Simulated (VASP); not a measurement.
A run of VASP 6.6.1 is set up as follows.

File INCAR:

```
ALGO     = Normal         # electronic algorithm
EDIFF    = 1E-6           # SCF threshold, eV
ENCUT    = 520            # plane-wave cutoff, eV
GGA      = PE             # functional
ISIF     = 2              # what is computed and relaxed
ISMEAR   = 0              # smearing method
LASPH    = T              # aspherical terms in the spheres
LCHARG   = T              # write CHGCAR
LELF     = T              # ELF
LREAL    = F              # projectors in reciprocal space
LVHAR    = T            
LWAVE    = F              # write WAVECAR
NBANDS   = 17             # bands
NELM     = 80             # most SCF steps
PREC     = Accurate       # precision mode
SIGMA    = 0.1            # smearing width, eV
```

File KPOINTS:

```
k-points
0
Gamma
  6 6 6
```

Contents of POSCAR:

```
TiSi2
1.0
   -1.3127320604      1.5259764206      3.7541187525
    1.3127320604     -1.5259764206      3.7541187525
    1.3127320604      1.5259764206     -3.7541187525
Ti Si
1 2
Direct
    0.0000000000      0.0000000000      0.0000000000
    0.3299220000      0.3299220000      0.0000000000
    0.6700780000      0.6700780000      0.0000000000
```

Potentials or basis: VASP PAW PBE potentials, release 64 (Ti_sv, Si).

The run is started by

```sh
$ cat potpaw_PBE.64/Ti_sv/POTCAR potpaw_PBE.64/Si/POTCAR > POTCAR
$ mpirun -np 1 vasp_std > vasp.out
```

Q: Estimate the band gap on the k mesh.

A: Zero (band 10 reaches 16.60 eV, above the bottom of band 11 at 13.89 eV).

Q: What does it give for the pressure?

A: 98.8 GPa.

Q: Estimate the largest force.

A: 0.317 eV/Å.

Forces on the atoms (eV/Å):
```
Ti   0.000  0.000  0.000
Si   0.000  0.000 -0.317
Si   0.000  0.000  0.317
```

Caveat: the k points lie up to 0.53 Å⁻¹ apart.
